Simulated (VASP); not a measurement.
Here is a VASP 6.6.1 calculation.

The input POSCAR:

```
BiB
1.0
    3.9038520348      0.0000000000      0.0000000000
   -1.9519260174      3.3808350347      0.0000000000
    0.0000000000      0.0000000000      6.4385741645
B Bi
2 2
Direct
    0.3333333333      0.6666666667      0.0002433735
    0.6666666667      0.3333333333      0.5002433735
    0.3333333333      0.6666666667      0.3747566265
    0.6666666667      0.3333333333      0.8747566265
```

INCAR.step1

```
ALGO = Normal ; EDIFF = 1E-4
ENCUT = 520 ; GGA = PE
ISMEAR = -1 ; LASPH = True
LCHARG = False ; LREAL = False
LWAVE = True ; NBANDS = 26
NELM = 60 ; PREC = Accurate
SIGMA = 0.02
```

Contents of INCAR.step2:

```
ALGO = Normal ; EDIFF = 1E-7
ENCUT = 520 ; ISIF = 2
ISMEAR = -1 ; ISTART = 1
LASPH = True ; LCHARG = False
LMIXTAU = True ; LREAL = False
LWAVE = False ; METAGGA = R2SCAN
NBANDS = 26 ; NELM = 60
PREC = Accurate ; SIGMA = 0.02
```

The input KPOINTS:

```
k-points
0
Gamma
  6 6 4
```

Potentials or basis: VASP PAW PBE potentials, release 64 (B, Bi_d).

Launch:

```sh
$ cat potpaw_PBE.64/B/POTCAR potpaw_PBE.64/Bi_d/POTCAR > POTCAR
$ cp INCAR.step1 INCAR
$ mpirun -np 1 vasp_std > vasp.out
$ cp INCAR.step2 INCAR
$ mpirun -np 1 vasp_std > vasp.out
```

Predict the largest force.

0.013 eV/Å.

Predict the band gap on the k mesh.

0.10 eV, direct.

Estimate the pressure.

-2.3 GPa.

Stress tensor (GPa, compression positive):
```
-2.26  0.00  0.00
 0.00 -2.26  0.00
 0.00  0.00 -2.45
```

Caveat: the PAW data sets were made with another functional, which shifts forces and pressure a little; spin-orbit coupling is left out, which moves the levels of the heavy elements. A k mesh can miss the band edges.
